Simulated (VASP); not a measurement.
AlCu5:

```
Al Cu
1.0
     8.00367    0.00000    0.00000
    -4.00183    6.93138    0.00000
     0.00000    0.00000    2.38046
Al Cu
1 5
Cartesian
  0.0000 0.0000 0.0000
  4.0018 0.0000 1.1902
  -2.0009 3.4657 1.1902
  2.0009 3.4657 1.1902
  0.0000 4.6209 1.1902
  4.0018 2.3105 1.1902
```

```yaml
Program: VASP 6.6.1
Task: relaxation of cell and atoms
Functional: PBE
Potentials_or_basis: VASP PAW PBE potentials, release 64 (Al, Cu)
Cutoff: 600 eV
k_mesh: 3 × 3 × 8
Occupations: gaussian, width 0.1 eV
Spin: no spin polarisation
```

At the start: pressure 0.1 GPa; volume 22.01 Å³/atom.

Problem. Where does the relaxation end?

Solution. Over 4 steps the energy falls by 3.9 meV/atom and the volume is 21.85 Å³/atom (-0.7 %); space group P6/mmm (No. 191, to 0.05 Å).

Step by step:
```csv
step,energy change (eV),largest force (eV/Å),pressure (GPa),volume (Å³)
1,0.0000,0.0000,0.11,132.06
2,-0.0208,0.0000,-0.52,132.32
3,-0.0211,0.0000,-0.48,132.29
4,-0.0233,0.0000,-0.11,131.08
```

Final structure:
```
CELL_PARAMETERS angstrom
7.92193 0.00000 0.00000
-3.96096 6.86059 0.00000
0.00000 0.00000 2.41178
ATOMIC_POSITIONS crystal
Al 0.00000 0.00000 0.00000
Cu 0.50000 0.00000 0.50000
Cu 0.00000 0.50000 0.50000
Cu 0.50000 0.50000 0.50000
Cu 0.33333 0.66667 0.50000
Cu 0.66667 0.33333 0.50000
```
